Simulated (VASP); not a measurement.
Crystal: Ag.

```
Ag
1.0
     0.00000    2.04275    2.04275
     2.04275    0.00000    2.04275
     2.04275    2.04275    0.00000
Ag
1
Direct
  0.00000 0.00000 0.00000
```

```yaml
Program: VASP 6.6.1
Task: relaxation of cell and atoms
Functional: PBE
Potentials_or_basis: VASP PAW PBE potentials, release 64 (Ag)
Cutoff: 500 eV
k_mesh: 18 × 18 × 18
Occupations: methfessel-paxton, width 0.2 eV
Spin: no spin polarisation
```

At the start: pressure 4.6 GPa; volume 17.05 Å³/atom.

How do energy, volume and symmetry change on relaxing?

Over 3 steps the energy falls by 10.6 meV/atom and the volume is 17.82 Å³/atom (+4.6 %); space group Fm-3m (No. 225, to 0.05 Å).

Step by step:
```
step  energy change (eV)  largest force (eV/Å)  pressure (GPa)  volume (Å³)
   1              0.0000                0.0000            4.60        17.05
   2             -0.0074                0.0000           -2.13        18.28
   3             -0.0106                0.0000            0.01        17.82
```

Final structure:
```
CELL_PARAMETERS angstrom
0.00000 2.07329 2.07329
2.07329 0.00000 2.07329
2.07329 2.07329 0.00000
ATOMIC_POSITIONS crystal
Ag 0.00000 0.00000 0.00000
```
